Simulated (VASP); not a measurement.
# Sn (Im-3m) in VASP: notebook

Runs on Sn. Level: PBE. Tasks: single point.

Everything below comes from runs of VASP 6.6.1. Logs are shortened: lines on timing, memory, paths and dates and some standing lists are left out, and cuts for length are marked.

## (1) The cell of the first run

The structure is cubic, space group Im-3m (No. 229). Conventional cell: a = 3.789 Å, b = 3.789 Å, c = 3.789 Å, α = 90.00°, β = 90.00°, γ = 90.00°. Within 4.3 Å of Sn (site symmetry m-3m) lie 14 Sn at 3.28 to 3.79 Å.

## (2) Single point, PBE

Input file INCAR:

```
SYSTEM = Sn
PREC = Accurate ; ENCUT = 520
EDIFF = 1E-7 ; ISMEAR = 0
SIGMA = 0.016 ; LREAL = .False.
LASPH = .True. ; NELM = 80
ALGO = Fast ; ISIF = 2
LWAVE = .False. ; LCHARG = .False.
GGA = PE ; NBANDS = 13
```

Input file KPOINTS:

```
regular mesh
0
Gamma
  10 10 10
  0 0 0
```

Input file POSCAR:

```
Sn
1.0
   -1.8946518192      1.8946518192      1.8946518192
    1.8946518192     -1.8946518192      1.8946518192
    1.8946518192      1.8946518192     -1.8946518192
Sn
1
Direct
    0.0000000000      0.0000000000      0.0000000000
```

Potentials or basis: VASP PAW PBE potentials, release 64 (Sn_d).

Launch:

```sh
cat potpaw_PBE.64/Sn_d/POTCAR > POTCAR
mpirun -np 1 vasp_std > vasp.out
```

OUTCAR:

```text
SYSTEM = Sn
   PREC = Accurate
   ENCUT = 520
   EDIFF = 1E-7
   ISMEAR = 0
   LREAL = .False.
   LASPH = .True.
   NELM = 80
   ISIF = 2
   GGA = PE

 ion  position               nearest neighbor table
   1  0.000  0.000  0.000-

  LATTYP: Found a body centered cubic cell.
 ALAT       =     3.7893036384

  Lattice vectors:

 A1 = (  -1.8946518192,   1.8946518192,   1.8946518192)
 A2 = (   1.8946518192,  -1.8946518192,   1.8946518192)
 A3 = (   1.8946518192,   1.8946518192,  -1.8946518192)

Analysis of symmetry for initial positions (statically):
=====================================================================
 Subroutine PRICEL returns:
 Original cell was already a primitive cell.

 Routine SETGRP: Setting up the symmetry group for a
 body centered cubic supercell.

 Subroutine GETGRP returns: Found 48 space group operations
 (whereof 48 operations were pure point group operations)
 out of a pool of 48 trial point group operations.

The static configuration has the point symmetry O_h .

Analysis of symmetry for dynamics (positions and initial velocities):
=====================================================================
 Subroutine PRICEL returns:
 Original cell was already a primitive cell.

 Routine SETGRP: Setting up the symmetry group for a
 body centered cubic supercell.

 Subroutine GETGRP returns: Found 48 space group operations
 (whereof 48 operations were pure point group operations)
 out of a pool of 48 trial point group operations.

The dynamic configuration has the point symmetry O_h .

 Subroutine INISYM returns: Found 48 space group operations
 (whereof 48 operations are pure point group operations),
 and found     1 'primitive' translations

----------------------------------------------------------------------------------------

                                     Primitive cell

  volume of cell :      27.2050

  direct lattice vectors                    reciprocal lattice vectors
    -1.894651819  1.894651819  1.894651819     0.000000000  0.263900731  0.263900731
     1.894651819 -1.894651819  1.894651819     0.263900731  0.000000000  0.263900731
     1.894651819  1.894651819 -1.894651819     0.263900731  0.263900731  0.000000000

  length of vectors
     3.281633214  3.281633214  3.281633214     0.373211993  0.373211993  0.373211993

  position of ions in fractional coordinates (direct lattice)
     0.000000000  0.000000000  0.000000000

  ion indices of the primitive-cell ions
   primitive index   ion index
                 1           1

----------------------------------------------------------------------------------------

 KPOINTS: regular mesh

Automatic generation of k-mesh.
 Grid dimensions read from file:
 generate k-points for:   10   10   10

 Generating k-lattice:

  Cartesian coordinates                     Fractional coordinates (reciprocal lattice)
     0.000000000  0.026390073  0.026390073     0.100000000  0.000000000  0.000000000
     0.026390073  0.000000000  0.026390073     0.000000000  0.100000000  0.000000000
     0.026390073  0.026390073  0.000000000     0.000000000  0.000000000  0.100000000

  Length of vectors
     0.037321199  0.037321199  0.037321199

  Shift w.r.t. Gamma in fractional coordinates (k-lattice)
     0.000000000  0.000000000  0.000000000

 Subroutine IBZKPT returns following result:
 ===========================================

 Found     47 irreducible k-points:

 Following reciprocal coordinates:
            Coordinates               Weight
  0.000000  0.000000  0.000000      1.000000
  0.100000  0.000000  0.000000     12.000000
  0.200000  0.000000  0.000000     12.000000
  0.300000  0.000000  0.000000     12.000000
  0.400000  0.000000  0.000000     12.000000
  0.500000  0.000000  0.000000      6.000000
[... 16 lines left out ...]
  0.300000  0.300000  0.100000      8.000000
 -0.300000  0.300000  0.100000     24.000000
 [... further k-points ...]
   k-points           NKPTS =     47   k-points in BZ     NKDIM =     47   number of bands    NBANDS=     13
   number of dos      NEDOS =    301   number of ions     NIONS =      1
   total plane-waves  NPLWV =  13824
   dimension x,y,z NGX =    24 NGY =   24 NGZ =   24
   dimension x,y,z NGXF=    48 NGYF=   48 NGZF=   48
   ions per type =               1
   NGX,Y,Z   is equivalent  to a cutoff of  12.16, 12.16, 12.16 a.u.
   NGXF,Y,Z  is equivalent  to a cutoff of  24.32, 24.32, 24.32 a.u.
 SYSTEM =  Sn
   PREC   = accura    normal or accurate (medium, high low for compatibility)
   ISTART =      0    job   : 0-new  1-cont  2-samecut
   ICHARG =      2    charge: 1-file 2-atom 10-const
   ISPIN  =      1    spin polarized calculation?
   LNONCOLLINEAR =      F non collinear calculations
   LSORBIT =      F    spin-orbit coupling
   LASPH  =      T    aspherical Exc in radial PAW
   ENCUT  =  520.0 eV  38.22 Ry    6.18 a.u.   6.10  6.10  6.10*2*pi/ulx,y,z
   NELM   =     80;   NELMIN=  2; NELMDL= -5     # of ELM steps
   EDIFF  = 0.1E-06   stopping-criterion for ELM
   LREAL  =      F    real-space projection
   EDIFFG = 0.1E-05   stopping-criterion for IOM
   NSW    =      0    number of steps for IOM
   IBRION =     -1    ionic relax: 0-MD 1-quasi-New 2-CG
   NFREE  =      0    steps in history (QN), initial steepest desc. (CG)
   ISIF   =      2    stress and relaxation
   ISYM   =      2    0-nonsym 1-usesym 2-fastsym
   POTIM  = 0.5000    time-step for ionic-motion
   TEBEG  =    0.0;   TEEND  =   0.0 temperature during run
   PSTRESS=    0.0 pullay stress
   NELECT =      14.0000    total number of electrons
   NUPDOWN=      -1.0000    fix difference up-down
   EMIN   =  10.00;   EMAX   =-10.00  energy-range for DOS
   EFERMI =   0.00;   METHOD = LEGACY
   ISMEAR =     0;   SIGMA  =   0.02  broadening in eV -4-tet -1-fermi 0-gaus
   EFERMI_NEDOS =   21; number of points for ismear=-14 and -15
   IALGO  =     68    algorithm
   IMIX   =      4    mixing-type and parameters
     AMIX     =   0.40;   BMIX     =  1.00
     AMIX_MAG =   1.60;   BMIX_MAG =  1.00
  volume/ion in A,a.u.               =      27.20       183.59
  Fermi-wavevector in a.u.,A,eV,Ry     =   1.311902  2.479136 23.416813  1.721087
  Thomas-Fermi vector in A             =   2.442332
   LORBIT       =      0    0 simple, 1 ext, 2 COOP (PROOUT), +10 PAW based schemes
   GGA     = PE    functional components
   LHFCALC =     F    Hartree Fock is set to
   AEXX    =    0.0000 exact exchange contribution
   IVDW    =     0    specifies the selected vdW correction
   LEPSILON=     F    determine dielectric tensor
   LRPA    =     F    only Hartree local field effects (RPA)
 non-spin polarized calculation
 RMM-DIIS sequential band-by-band and
 Gauss-broadening in eV      SIGMA  =   0.02
  energy-cutoff  :      520.00
  volume of cell :       27.20
 maximum number of plane-waves:       751
   NGX = 13   NGY = 13   NGZ = 13

 number of electron      13.9999996 magnetization

 Free energy of the ion-electron system (eV)
  ---------------------------------------------------
  ext. energy  EPLUGINS =         0.00000000
  ---------------------------------------------------
  free energy    TOTEN  =        -3.75858212 eV

  energy without entropy =       -3.75839178  energy(sigma->0) =       -3.75848695

 E-fermi :   8.0712     XC(G=0): -10.3645

 val. band max:        8.0577072515   @ k =   0.3000   0.0000   0.0000
 cond. band min:       8.0789090940   @ k =   0.2000   0.2000   0.2000
 fundamental gap:      0.0212018425
 Fermi energy:         8.0711843273

 k-point     1 :       0.0000    0.0000    0.0000
  band No.  band energies     occupation
      1     -13.4899      2.00000
      2     -13.4899      2.00000
      3     -13.4899      2.00000
      4     -13.3520      2.00000
      5     -13.3520      2.00000
      6      -3.0014      2.00000
      7      16.0385      0.00000
      8      16.0385      0.00000
      9      16.0385      0.00000
     10      20.1930      0.00000
     11      20.1931      0.00000
     12      20.1932      0.00000
     13      20.8033      0.00000

 k-point     2 :       0.1000    0.0000    0.0000
  band No.  band energies     occupation
      1     -13.4942      2.00000
      2     -13.4836      2.00000
      3     -13.4693      2.00000
      4     -13.3569      2.00000
      5     -13.3527      2.00000
      6      -2.7835      2.00000
      7      14.3056      0.00000
      8      15.2499      0.00000
      9      15.7522      0.00000
     10      18.6112      0.00000
     11      18.9432      0.00000
     12      19.8578      0.00000
     13      21.5395      0.00000

 k-point     3 :       0.2000    0.0000    0.0000
  band No.  band energies     occupation
      1     -13.5056      2.00000
      2     -13.4702      2.00000
      3     -13.4148      2.00000
      4     -13.3669      2.00000
      5     -13.3542      2.00000
      6      -2.1289      2.00000
      7      11.1639      0.00000
      8      13.8817      0.00000
      9      15.0261      0.00000
     10      17.4309      0.00000
     11      17.7885      0.00000
     12      20.0347      0.00000
     13      22.0436      0.00000
[... 305 lines left out ...]
 k-point    23 :       0.3000    0.3000    0.1000
  band No.  band energies     occupation
      1     -13.4905      2.00000
      2     -13.3931      2.00000
      3     -13.3931      2.00000
      4     -13.3528      2.00000
      5     -13.3528      2.00000
      6       2.7186      2.00000
      7       5.8040      2.00000
      8       5.8040      2.00000
      9       9.7138      0.00000
     10      22.0400      0.00000
     11      22.9320      0.00000
     12      22.9320      0.00000
     13      26.6591      0.00000

 k-point    24 :      -0.3000    0.3000    0.1000
  band No.  band energies     occupation
      1     -13.4976      2.00000
      2     -13.4529      2.00000
      3     -13.3842      2.00000
      4     -13.3607      2.00000
      5     -13.3492      2.00000
      6      -0.8263      2.00000
      7       8.2377      0.00000
      8      11.9274      0.00000
      9      13.2337      0.00000
     10      17.0751      0.00000
     11      18.0822      0.00000
     12      19.0586      0.00000
     13      24.8515      0.00000

 [... further k-points ...]

------------------------ aborting loop because EDIFF is reached ----------------------------------------

  FORCE on cell =-STRESS in cart. coord.  units (eV):
  Direction    XX          YY          ZZ          XY          YZ          ZX
  --------------------------------------------------------------------------------------
  -------------------------------------------------------------------------------------
  Total        0.1032995      0.1032995      0.1032995     -0.0000000     -0.0000000     -0.0000000
  in kB        6.0835979      6.0835979      6.0835979     -0.0000000     -0.0000000     -0.0000000
  external PRESSURE =       6.0835979 kB  Pullay stress =       0.0000000 kB

 VOLUME and BASIS-vectors are now :
 -----------------------------------------------------------------------------
  energy-cutoff  :      520.00
  volume of cell :       27.20
      direct lattice vectors                 reciprocal lattice vectors
    -1.894651819  1.894651819  1.894651819     0.000000000  0.263900731  0.263900731
     1.894651819 -1.894651819  1.894651819     0.263900731  0.000000000  0.263900731
     1.894651819  1.894651819 -1.894651819     0.263900731  0.263900731  0.000000000

 POSITION                                       TOTAL-FORCE (eV/Angst)
 -----------------------------------------------------------------------------------
      0.00000      0.00000      0.00000         0.000000     -0.000000     -0.000000
 -----------------------------------------------------------------------------------
    total drift:                                0.000000      0.000000     -0.000000

  FREE ENERGIE OF THE ION-ELECTRON SYSTEM (eV)
  ---------------------------------------------------
  free  energy   TOTEN  =        -3.7585821227 eV

  energy  without entropy=       -3.7583917836  energy(sigma->0) =       -3.75848695
```

Run time: 9.7 s. Hardware: 1 thread of Intel Xeon Platinum 8259CL at 2.50GHz (Skylake/Cascade Lake), shared host; peak memory 0.14 GiB.

Results:

```yaml
Free_energy: -3.7586 eV
Pressure: 0.6 GPa
Band_gap_on_the_k_mesh: zero (band 7 reaches 16.04 eV, above the bottom of band 8 at 5.80 eV)
```

Levels at points of the mesh, in eV from the Fermi level:
| k point | band 3 | band 4 | band 5 | band 6 | band 7 | band 8 | band 9 | band 10 | band 11 | band 12 |
| --- | --- | --- | --- | --- | --- | --- | --- | --- | --- | --- |
| (0.00, 0.00, 0.00) | -21.56 | -21.42 | -21.42 | -11.07 | 7.97 | 7.97 | 7.97 | 12.12 | 12.12 | 12.12 |
| (0.50, 0.00, 0.00) | -21.43 | -21.43 | -21.34 | -6.40 | -4.41 | 3.61 | 5.45 | 7.96 | 8.25 | 14.97 |
| (0.50, 0.50, 0.50) | -21.36 | -21.36 | -21.36 | -2.47 | -0.47 | -0.47 | -0.47 | 3.84 | 3.84 | 18.20 |

Caveat: spin-orbit coupling is left out, which moves the levels of the heavy elements.

## (3) Single point, PBE

Input file INCAR:

```
SYSTEM = Sn
ALGO = Fast
EDIFF = 1E-6
ENCUT = 520
GGA = PE
ISIF = 2
ISMEAR = 0
LASPH = .TRUE.
LCHARG = .FALSE.
LREAL = .FALSE.
LWAVE = .FALSE.
NBANDS = 13
NELM = 60
PREC = Accurate
SIGMA = 0.017
```

Input file KPOINTS:

```
k-points
0
G
  10 10 10
  0 0 0
```

POSCAR is that of step 2.

Potentials or basis: VASP PAW PBE potentials, release 64 (Sn_d).

Launch:

```sh
cat potpaw_PBE.64/Sn_d/POTCAR > POTCAR
mpirun -np 1 vasp_std > vasp.out
```

It took 8.3 s on 1 thread of Intel Xeon Platinum 8259CL at 2.50GHz (Skylake/Cascade Lake), shared host; peak memory 0.14 GiB.

The run converged. Its results:

* Free energy: -3.7586 eV
* Pressure: 0.7 GPa
* Band gap on the k mesh: zero (band 7 reaches 16.04 eV, above the bottom of band 8 at 5.80 eV)

Levels at points of the mesh, in eV from the Fermi level:
```tsv
k point	band 4	band 5	band 6	band 7	band 8	band 9	band 10	band 11
(0.00, 0.00, 0.00)	-21.42	-21.42	-11.07	7.97	7.97	7.97	12.12	12.12
(0.50, 0.00, 0.00)	-21.43	-21.34	-6.40	-4.41	3.61	5.45	7.96	8.25
(0.50, 0.50, 0.50)	-21.36	-21.36	-2.47	-0.47	-0.47	-0.47	3.84	3.84
```

Caveat: spin-orbit coupling is left out, which moves the levels of the heavy elements.

## (4) Single point, PBE

Input file INCAR:

```
PREC = Accurate
ENCUT = 520
EDIFF = 1E-7
ISMEAR = 0
SIGMA = 0.018000000000000002
LREAL = False
LASPH = True
NELM = 80
ALGO = Normal
ISIF = 2
LWAVE = False
LCHARG = False
GGA = PE
NBANDS = 13
```

Input file KPOINTS:

```
Automatic mesh
0
Gamma
  10 10 10
```

POSCAR is that of step 3.

Launch:

```sh
cat potpaw_PBE.64/Sn_d/POTCAR > POTCAR
mpirun -np 1 vasp_std > vasp.out
```

It took 6.8 s on 1 thread of Intel Xeon Platinum 8259CL at 2.50GHz (Skylake/Cascade Lake), shared host; peak memory 0.14 GiB.

Results (log left out):

```yaml
Free_energy: -3.7586 eV
Pressure: 0.6 GPa
Band_gap_on_the_k_mesh: zero (band 7 reaches 16.04 eV, above the bottom of band 8 at 5.80 eV)
```

Levels at points of the mesh, in eV from the Fermi level:
| k point | band 5 | band 6 | band 7 | band 8 | band 9 | band 10 |
| --- | --- | --- | --- | --- | --- | --- |
| (0.00, 0.00, 0.00) | -21.42 | -11.07 | 7.97 | 7.97 | 7.97 | 12.12 |
| (0.50, 0.00, 0.00) | -21.34 | -6.40 | -4.41 | 3.61 | 5.45 | 7.96 |
| (0.50, 0.50, 0.50) | -21.36 | -2.47 | -0.47 | -0.47 | -0.47 | 3.84 |

Caveat: spin-orbit coupling is left out, which moves the levels of the heavy elements.

## (5) Single point, PBE

Input file INCAR:

```
  PREC = Accurate
  ENCUT = 520
  EDIFF = 1E-7
  ISMEAR = 0
  SIGMA = 0.019000000000000003
  LREAL = F
  LASPH = T
  NELM = 100
  ALGO = Normal
  ISIF = 2
  LWAVE = F
  LCHARG = F
  GGA = PE
  NBANDS = 13
```

KPOINTS is that of step 4.

POSCAR is that of step 4.

Launch:

```sh
cat potpaw_PBE.64/Sn_d/POTCAR > POTCAR
mpirun -np 1 vasp_std > vasp.out
```

Run time: 7.3 s. Hardware: 1 thread of Intel Xeon Platinum 8259CL at 2.50GHz (Skylake/Cascade Lake), shared host; peak memory 0.14 GiB.

The run converged. Its results:

| Quantity | Value |
| --- | --- |
| Free energy | -3.7586 eV |
| Pressure | 0.6 GPa |
| Band gap on the k mesh | zero (band 7 reaches 16.04 eV, above the bottom of band 8 at 5.80 eV) |

Levels at points of the mesh, in eV from the Fermi level:
```csv
k point,band 3,band 4,band 5,band 6,band 7,band 8,band 9,band 10,band 11,band 12
"(0.00, 0.00, 0.00)",-21.56,-21.42,-21.42,-11.07,7.97,7.97,7.97,12.12,12.12,12.12
"(0.50, 0.00, 0.00)",-21.43,-21.43,-21.34,-6.40,-4.41,3.61,5.45,7.96,8.26,14.97
"(0.50, 0.50, 0.50)",-21.36,-21.36,-21.36,-2.47,-0.47,-0.47,-0.47,3.84,3.84,18.20
```

Caveat: spin-orbit coupling is left out, which moves the levels of the heavy elements.

## (6) Summary

```tsv
smearing	gap on the mesh (eV)	pressure (GPa)
gaussian 0.016 eV	none	0.6
gaussian 0.017 eV	none	0.7
gaussian 0.018 eV	none	0.6
gaussian 0.019 eV	none	0.6
```

Alike in all rows: task single point; level PBE; potentials or basis VASP PAW PBE potentials, release 64 (Sn_d); no spin polarisation; cell as given; k mesh 10 × 10 × 10; cutoff (eV) 520.

Every run on the cell as given and a fine mesh finds a metal.

Caveats: spin-orbit coupling is left out, which moves the levels of the heavy elements.

Absolute energies hang on the potentials; compare differences alone.
